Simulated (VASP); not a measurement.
Set up this calculation in VASP 6.6.1, as the native input.

```yaml
Task: relaxation of cell and atoms
Functional: PBE
Potentials_or_basis: VASP PAW PBE potentials, release 64 (Ca_sv, F)
Cutoff: 600 eV
k_mesh: 6 × 6 × 4
Occupations: gaussian, width 0.1 eV
Spin: no spin polarisation
Dipole_correction: no
Further_INCAR_settings: ALGO = Normal; EDIFF = 1e-07; IBRION = 2; EDIFFG = -0.04; NSW = 90; ISIF = 3
```

The structure of CaF lies in POSCAR:

```
CaF
1.0
    1.9029334300     -2.6143345200      0.0000000000
    1.9029334300      2.6143345200      0.0000000000
    0.0000000000      0.0000000000      3.8744381100
Ca F
1 1
Direct
    0.0000000000      0.0000000000      0.5000000000
    0.5000000000      0.5000000000      0.0000000000
```

One way to write it, as run:

INCAR

```
SYSTEM = CaF
PREC = Accurate ; ENCUT = 600
EDIFF = 1E-7 ; ISMEAR = 0
SIGMA = 0.1 ; LREAL = .False.
LASPH = .True. ; NELM = 120
ALGO = Normal ; ISIF = 3
LWAVE = .False. ; LCHARG = .False.
GGA = PE ; IBRION = 2
NSW = 90 ; EDIFFG = -0.04
GGA_COMPAT = .False. ; NELMIN = 4
```

KPOINTS

```
regular mesh
0
Gamma
  6 6 4
  0 0 0
```

Potentials or basis: VASP PAW PBE potentials, release 64 (Ca_sv, F).

Run with:

```bash
$ cat potpaw_PBE.64/Ca_sv/POTCAR potpaw_PBE.64/F/POTCAR > POTCAR
$ mpirun -np 1 vasp_std > vasp.out
```

It gave:

```json
{
  "Relaxed volume": "20.36 Å³/atom",
  "Relaxed cell": "a = 3.860 Å, b = 3.860 Å, c = 3.540 Å, α = 90.00°, β = 90.00°, γ = 129.48°",
  "Space group after relaxing (to 0.05 Å)": "Cmmm (No. 65)",
  "Energy gained by relaxing": "402.1 meV/atom",
  "Ionic steps": "11",
  "Pressure after relaxing": "-0.2 GPa"
}
```

Caveat: the k points lie up to 0.44 Å⁻¹ apart in the final cell; an odd number of electrons without spin polarisation forces a metal; a magnetic or distorted state may lie lower.

Wall time 78 s on 1 thread of Intel(R) Xeon(R) 6975P-C (Granite Rapids), with other jobs on the host, peak memory 0.18 GiB.
